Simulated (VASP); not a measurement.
# InP (F-43m) in VASP: a series of runs

InP is run at these levels: PBEsol, r2SCAN, r2SCAN0, r2SCANh; tasks: relaxation of cell and atoms, single point.

All numbers are computed with VASP 6.6.1; they aren't measurements. Logs are shortened: lines on timing, memory, paths and dates and some standing lists are left out, and cuts for length are marked.

## Step 1: The cell of the first run

It takes space group F-43m (No. 216, cubic). The conventional cell has a = 5.861 Å, b = 5.861 Å, c = 5.861 Å, α = 90.00°, β = 90.00°, γ = 90.00°. In (site symmetry -43m) has 4 P at 2.54 Å within 3.3 Å. Within 3.3 Å of P (site symmetry -43m) lie 4 In at 2.54 Å.

## Step 2: Relaxation of cell and atoms, PBEsol, non-collinear spin, zero start, spin-orbit coupling

INCAR

```
PREC     = Accurate       # precision mode
ENCUT    = 600            # plane-wave cutoff, eV
EDIFF    = 1E-7           # SCF threshold, eV
ISMEAR   = -1             # smearing method
SIGMA    = 0.05           # smearing width, eV
LREAL    = False          # projectors in reciprocal space
LASPH    = True           # aspherical terms in the spheres
NELM     = 150            # most SCF steps
ALGO     = Normal         # electronic algorithm
ISIF     = 3              # what is computed and relaxed
LWAVE    = False          # write WAVECAR
LCHARG   = False          # write CHGCAR
LNONCOLLINEAR= True           # non-collinear magnetism
MAGMOM   = 0 0 0 0 0 0    # initial moments
LORBIT   = 11             # projections on sites
LSORBIT  = True           # spin-orbit coupling
GGA_COMPAT= False        
LORBMOM  = True         
GGA      = PS             # functional
IBRION   = 2              # ionic algorithm
NSW      = 80             # ionic steps
EDIFFG   = -0.02          # ionic threshold
```

KPOINTS

```
Automatic mesh
0
Gamma
  6 6 6
```

POSCAR

```
InP
1.0
    0.0000000000      2.9305000000      2.9305000000
    2.9305000000      0.0000000000      2.9305000000
    2.9305000000      2.9305000000      0.0000000000
In P
1 1
Direct
    0.0000000000      0.0000000000      0.0000000000
    0.7500000000      0.7500000000      0.7500000000
```

Potentials or basis: VASP PAW PBE potentials, release 64 (In_d, P).

Command:

```sh
> cat potpaw_PBE.64/In_d/POTCAR potpaw_PBE.64/P/POTCAR > POTCAR
> mpirun -np 1 vasp_ncl > vasp.out
```

OUTCAR:

```text
PREC = Accurate
   ENCUT = 600
   EDIFF = 1E-7
   ISMEAR = -1
   LREAL = False
   LASPH = True
   NELM = 150
   ISIF = 3
   LNONCOLLINEAR = True
   LORBIT = 11
   LSORBIT = True
   GGA = PS
   IBRION = 2
   NSW = 80
   EDIFFG = -0.02

 ion  position               nearest neighbor table
   1  0.000  0.000  0.000-   2 2.54   2 2.54   2 2.54   2 2.54
   2  0.750  0.750  0.750-   1 2.54   1 2.54   1 2.54   1 2.54

  LATTYP: Found a face centered cubic cell.
 ALAT       =     5.8610000000

  Lattice vectors:

 A1 = (   0.0000000000,   2.9305000000,   2.9305000000)
 A2 = (   2.9305000000,   0.0000000000,   2.9305000000)
 A3 = (   2.9305000000,   2.9305000000,   0.0000000000)

Analysis of symmetry for initial positions (statically):
=====================================================================
 Subroutine PRICEL returns:
 Original cell was already a primitive cell.

 Routine SETGRP: Setting up the symmetry group for a
 face centered cubic supercell.

 Subroutine GETGRP returns: Found 24 space group operations
 (whereof 24 operations were pure point group operations)
 out of a pool of 48 trial point group operations.

The static configuration has the point symmetry T_d .

Analysis of symmetry for dynamics (positions and initial velocities):
=====================================================================
 Subroutine PRICEL returns:
 Original cell was already a primitive cell.

 Routine SETGRP: Setting up the symmetry group for a
 face centered cubic supercell.

 Subroutine GETGRP returns: Found 24 space group operations
 (whereof 24 operations were pure point group operations)
 out of a pool of 48 trial point group operations.

The dynamic configuration has the point symmetry T_d .

Analysis of structural, dynamic, and magnetic symmetry:
=====================================================================
 Subroutine PRICEL returns:
 Original cell was already a primitive cell.

 Routine SETGRP: Setting up the symmetry group for a
 face centered cubic supercell.

 Subroutine GETGRP returns: Found 24 space group operations
 (whereof 24 operations were pure point group operations)
 out of a pool of 48 trial point group operations.

The overall configuration has the point symmetry T_d .

 Subroutine INISYM returns: Found 24 space group operations
 (whereof 24 operations are pure point group operations),
 and found     1 'primitive' translations

----------------------------------------------------------------------------------------

                                     Primitive cell

  volume of cell :      50.3333

  direct lattice vectors                    reciprocal lattice vectors
     0.000000000  2.930500000  2.930500000    -0.170619348  0.170619348  0.170619348
     2.930500000  0.000000000  2.930500000     0.170619348 -0.170619348  0.170619348
     2.930500000  2.930500000  0.000000000     0.170619348  0.170619348 -0.170619348

  length of vectors
     4.144352845  4.144352845  4.144352845     0.295521380  0.295521380  0.295521380

  position of ions in fractional coordinates (direct lattice)
     0.000000000  0.000000000  0.000000000
     0.750000000  0.750000000  0.750000000

  ion indices of the primitive-cell ions
   primitive index   ion index
                 1           1
                 2           2

----------------------------------------------------------------------------------------

 KPOINTS: Automatic mesh

Automatic generation of k-mesh.
 Grid dimensions read from file:
 generate k-points for:    6    6    6

 Generating k-lattice:

  Cartesian coordinates                     Fractional coordinates (reciprocal lattice)
    -0.028436558  0.028436558  0.028436558     0.166666667  0.000000000  0.000000000
     0.028436558 -0.028436558  0.028436558     0.000000000  0.166666667  0.000000000
     0.028436558  0.028436558 -0.028436558     0.000000000  0.000000000  0.166666667

  Length of vectors
     0.049253563  0.049253563  0.049253563

  Shift w.r.t. Gamma in fractional coordinates (k-lattice)
     0.000000000  0.000000000  0.000000000

 Subroutine IBZKPT returns following result:
 ===========================================

 Found     22 irreducible k-points:

 Following reciprocal coordinates:
            Coordinates               Weight
  0.000000  0.000000  0.000000      1.000000
[... 46 lines left out ...]
   ISYM   =      2    0-nonsym 1-usesym 2-fastsym
   POTIM  = 0.5000    time-step for ionic-motion
   TEBEG  =    0.0;   TEEND  =   0.0 temperature during run
   PSTRESS=    0.0 pullay stress
   NELECT =      18.0000    total number of electrons
   NUPDOWN=      -1.0000    fix difference up-down
   EMIN   =  10.00;   EMAX   =-10.00  energy-range for DOS
   EFERMI =   0.00;   METHOD = LEGACY
   ISMEAR =    -1;   SIGMA  =   0.05  broadening in eV -4-tet -1-fermi 0-gaus
   EFERMI_NEDOS =   21; number of points for ismear=-14 and -15
   IALGO  =     38    algorithm
   IMIX   =      4    mixing-type and parameters
     AMIX     =   0.40;   BMIX     =  1.00
     AMIX_MAG =   1.60;   BMIX_MAG =  1.00
  volume/ion in A,a.u.               =      25.17       169.83
  Fermi-wavevector in a.u.,A,eV,Ry     =   1.162021  2.195901 18.371846  1.350293
  Thomas-Fermi vector in A             =   2.298587
   LORBIT       =     11    0 simple, 1 ext, 2 COOP (PROOUT), +10 PAW based schemes
   GGA     = PS    functional components
   LHFCALC =     F    Hartree Fock is set to
   AEXX    =    0.0000 exact exchange contribution
   IVDW    =     0    specifies the selected vdW correction
   LEPSILON=     F    determine dielectric tensor
   LRPA    =     F    only Hartree local field effects (RPA)
 conjugate gradient relaxation of ions
  energy-cutoff  :      600.00
  volume of cell :       50.33
 maximum number of plane-waves:      3388
 NGX is ok and might be reduce to    36
   NGX = 17   NGY = 17   NGZ = 17

--------------------------------------- Ionic step        1  -------------------------------------------

 number of electron      17.9999998 magnetization      -0.0000000     -0.0000000     -0.0000000

 number of electron      17.9999998 magnetization       0.0000000      0.0000000      0.0000000

 number of electron      17.9999998 magnetization       0.0000000     -0.0000000      0.0000000

 number of electron      17.9999998 magnetization       0.0000000     -0.0000000     -0.0000000

 Free energy of the ion-electron system (eV)
  ---------------------------------------------------
  ext. energy  EPLUGINS =         0.00000000
  ---------------------------------------------------
  free energy    TOTEN  =        -9.17899164 eV

  energy without entropy =       -9.17896398  energy(sigma->0) =       -9.17897781

------------------------ aborting loop because EDIFF is reached ----------------------------------------

  FORCE on cell =-STRESS in cart. coord.  units (eV):
  Direction    XX          YY          ZZ          XY          YZ          ZX
  --------------------------------------------------------------------------------------
  -------------------------------------------------------------------------------------
  Total        0.1791643      0.1791643      0.1791643      0.0000000      0.0000000     -0.0000000
  in kB        5.7030446      5.7030446      5.7030446      0.0000000      0.0000000     -0.0000000
  external PRESSURE =       5.7030446 kB  Pullay stress =       0.0000000 kB
[... 65 lines left out ...]
 number of electron      17.9999998 magnetization      -0.0000000      0.0000000     -0.0000000

 number of electron      17.9999998 magnetization      -0.0000000     -0.0000000     -0.0000000

 Free energy of the ion-electron system (eV)
  ---------------------------------------------------
  ext. energy  EPLUGINS =         0.00000000
  ---------------------------------------------------
  free energy    TOTEN  =        -9.17972987 eV

  energy without entropy =       -9.17968948  energy(sigma->0) =       -9.17970967

 E-fermi :   5.3260     XC(G=0):  -9.4396

 val. band max:        5.0373793321   @ k =   0.0000   0.0000   0.0000
 cond. band min:       5.5758180766   @ k =   0.0000   0.0000   0.0000
 fundamental gap:      0.5384387446
 Fermi energy:         5.3260387708

 k-point     1 :       0.0000    0.0000    0.0000
  band No.  band energies     occupation
      1      -9.5801      1.00000
      2      -9.5801      1.00000
      3      -9.5801      1.00000
      4      -9.5801      1.00000
      5      -8.8010      1.00000
      6      -8.8010      1.00000
[... 656 lines left out ...]
  FREE ENERGIE OF THE ION-ELECTRON SYSTEM (eV)
  ---------------------------------------------------
  free  energy   TOTEN  =        -9.1797298684 eV

  energy  without entropy=       -9.1796894814  energy(sigma->0) =       -9.17970967

 reached required accuracy - stopping structural energy minimisation

 orbital moment (x)

 # of ion     p       d       tot
 ----------------------------------------
  1        -0.000  -0.000  -0.000
  2        -0.000   0.000  -0.000
 ----------------------------------------
           -0.000  -0.000  -0.000

 orbital moment (y)

 # of ion     p       d       tot
 ----------------------------------------
  1        -0.000   0.000  -0.000
  2         0.000   0.000   0.000
 ----------------------------------------
           -0.000   0.000  -0.000

 orbital moment (z)

 # of ion     p       d       tot
 ----------------------------------------
  1         0.000   0.000   0.000
  2         0.000   0.000   0.000
 ----------------------------------------
            0.000   0.000   0.000

 Spin-Orbit-Coupling matrix elements

 Ion:    1  E_soc:     -0.0722150
 l=   1
     0.0000000    -0.0054938    -0.0054938
    -0.0054938     0.0000000    -0.0054938
    -0.0054938    -0.0054938     0.0000000
 l=   2
     0.0000000    -0.0013405     0.0000000    -0.0013405    -0.0052015
    -0.0013405     0.0000000    -0.0039012    -0.0013405    -0.0013004
     0.0000000    -0.0039012     0.0000000    -0.0039012     0.0000000
    -0.0013405    -0.0013405    -0.0039012     0.0000000    -0.0013004
    -0.0052015    -0.0013004     0.0000000    -0.0013004     0.0000000
 l=   3
     0.0000000     0.0000000     0.0000000     0.0000000     0.0000000     0.0000000     0.0000000
     0.0000000     0.0000000     0.0000000     0.0000000     0.0000000     0.0000000     0.0000000
     0.0000000     0.0000000     0.0000000     0.0000000     0.0000000     0.0000000     0.0000000
     0.0000000     0.0000000     0.0000000     0.0000000     0.0000000     0.0000000     0.0000000
     0.0000000     0.0000000     0.0000000     0.0000000     0.0000000     0.0000000     0.0000000
     0.0000000     0.0000000     0.0000000     0.0000000     0.0000000     0.0000000     0.0000000
     0.0000000     0.0000000     0.0000000     0.0000000     0.0000000     0.0000000     0.0000000

 Ion:    2  E_soc:     -0.0010859
 l=   1
     0.0000000    -0.0001810    -0.0001810
    -0.0001810     0.0000000    -0.0001810
    -0.0001810    -0.0001810     0.0000000
 l=   2
     0.0000000     0.0000000     0.0000000     0.0000000     0.0000000
     0.0000000     0.0000000     0.0000000     0.0000000     0.0000000
     0.0000000     0.0000000     0.0000000     0.0000000     0.0000000
     0.0000000     0.0000000     0.0000000     0.0000000     0.0000000
     0.0000000     0.0000000     0.0000000     0.0000000     0.0000000
 l=   3
     0.0000000     0.0000000     0.0000000     0.0000000     0.0000000     0.0000000     0.0000000
     0.0000000     0.0000000     0.0000000     0.0000000     0.0000000     0.0000000     0.0000000
     0.0000000     0.0000000     0.0000000     0.0000000     0.0000000     0.0000000     0.0000000
     0.0000000     0.0000000     0.0000000     0.0000000     0.0000000     0.0000000     0.0000000
     0.0000000     0.0000000     0.0000000     0.0000000     0.0000000     0.0000000     0.0000000
     0.0000000     0.0000000     0.0000000     0.0000000     0.0000000     0.0000000     0.0000000
     0.0000000     0.0000000     0.0000000     0.0000000     0.0000000     0.0000000     0.0000000

 total charge

# of ion       s       p       d       tot
------------------------------------------
    1        0.827   0.769   9.900  11.496
    2        1.026   1.476   0.000   2.502
--------------------------------------------------
tot          1.853   2.245   9.900  13.998

 magnetization (x)

# of ion       s       p       d       tot
------------------------------------------
    1        0.000   0.000  -0.000   0.000
    2        0.000   0.000   0.000   0.000
--------------------------------------------------
tot          0.000   0.000  -0.000   0.000

 magnetization (y)

# of ion       s       p       d       tot
------------------------------------------
    1        0.000   0.000   0.000   0.000
    2        0.000  -0.000   0.000  -0.000
--------------------------------------------------
tot          0.000  -0.000   0.000  -0.000

 magnetization (z)

# of ion       s       p       d       tot
------------------------------------------
    1        0.000  -0.000   0.000  -0.000
    2        0.000  -0.000   0.000  -0.000
--------------------------------------------------
tot          0.000  -0.000   0.000  -0.000
```

Wall time 5 min (1 thread of Intel Xeon Platinum 8375C at 2.90GHz (Ice Lake), shared host); peak memory 0.41 GiB.

What came out:

| Item | Value |
| --- | --- |
| Free energy | -9.1797 eV |
| Relaxed volume | 25.38 Å³/atom |
| Relaxed cell | a = 4.156 Å, b = 4.156 Å, c = 4.156 Å, α = 60.00°, β = 60.00°, γ = 60.00° |
| Space group after relaxing (to 0.1 Å) | F-43m (No. 216) |
| Energy gained by relaxing | 0.4 meV/atom |
| Ionic steps | 3 |
| Pressure after relaxing | 0.0 GPa |
| Net moment | 0.00 μB per cell |
| Valence electrons inside the program's atomic spheres | In 11.50; P 2.50 |

Step by step:
```
step  energy change (eV)  largest force (eV/Å)  pressure (GPa)  volume (Å³)
   1              0.0000                0.0000            0.57        50.33
   2             -0.0005                0.0000           -0.31        50.99
   3             -0.0007                0.0000            0.00        50.75
```

Final structure:
```cif
data_structure
_symmetry_space_group_name_H-M 'P 1'
_symmetry_Int_Tables_number 1
_cell_length_a 4.1558
_cell_length_b 4.1558
_cell_length_c 4.1558
_cell_angle_alpha 60.000
_cell_angle_beta 60.000
_cell_angle_gamma 60.000
_cell_volume 50.75
loop_
_atom_site_label
_atom_site_type_symbol
_atom_site_fract_x
_atom_site_fract_y
_atom_site_fract_z
_atom_site_occupancy
In1 In 0.00000 0.00000 0.00000 1
P1 P 0.75000 0.75000 0.75000 1
```

Moments on the atoms (μB; x, y, z):
```
In  0.00 0.00 0.00
P   0.00 0.00 0.00
```

Caveat: the PAW data sets were made with another functional, which shifts forces and pressure a little. Zero-point motion and thermal expansion aren't in these numbers.

(Part 1 of 2 ends here.)
